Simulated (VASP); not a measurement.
Input of a VASP 6.6.1 run:

The input POSCAR:

```
AlGaN2
1.0
    3.1408770487      0.0000000000      0.0000000000
    0.0000000000      3.1408770487      0.0000000000
    0.0000000000      0.0000000000      4.4238379400
Al Ga N
1 1 2
Direct
    0.5000000000      0.5000000000      0.5000000000
    0.0000000000      0.0000000000      0.0000000000
    0.5000000000      0.0000000000      0.7653905776
    0.0000000000      0.5000000000      0.2346094224
```

INCAR.step1

```
PREC = Accurate ; ENCUT = 520
ISMEAR = 0 ; SIGMA = 0.05
LREAL = False ; LASPH = True
NELM = 60 ; NBANDS = 21
GGA = PE ; ALGO = Normal
EDIFF = 1E-4 ; LWAVE = True
LCHARG = False
```

The input INCAR.step2:

```
PREC = Accurate ; ENCUT = 520
EDIFF = 1E-7 ; ISMEAR = 0
SIGMA = 0.05 ; LREAL = False
LASPH = True ; NELM = 60
ALGO = Normal ; ISIF = 2
LWAVE = False ; LCHARG = True
METAGGA = R2SCAN ; LMIXTAU = True
LELF = True ; LVHAR = True
NBANDS = 21 ; ISTART = 1
```

KPOINTS

```
Automatic mesh
0
Gamma
  8 8 6
```

Potentials or basis: VASP PAW PBE potentials, release 64 (Al, Ga_d, N).

Launch:

```sh
$ cat potpaw_PBE.64/Al/POTCAR potpaw_PBE.64/Ga_d/POTCAR potpaw_PBE.64/N/POTCAR > POTCAR
$ cp INCAR.step1 INCAR
$ mpirun -np 1 vasp_std > vasp.out
$ cp INCAR.step2 INCAR
$ mpirun -np 1 vasp_std > vasp.out
```

**Question.** What does it give for the pressure?

**Answer.** 2.4 GPa.

**Question.** Predict the band gap on the k mesh.

**Answer.** 3.30 eV, direct.

**Question.** Predict the largest force.

**Answer.** 3.122 eV/Å.

Forces on the atoms (eV/Å):
```
Al   0.000  0.000  0.000
Ga   0.000  0.000  0.000
N    0.000  0.000 -3.122
N    0.000  0.000  3.122
```

Caveat: the cell differs from its parent crystal (mode 12 (706.6 1/cm) frozen in, largest displacement -0.120 Å); the PAW data sets were made with another functional, which shifts forces and pressure a little. A k mesh can miss the band edges.
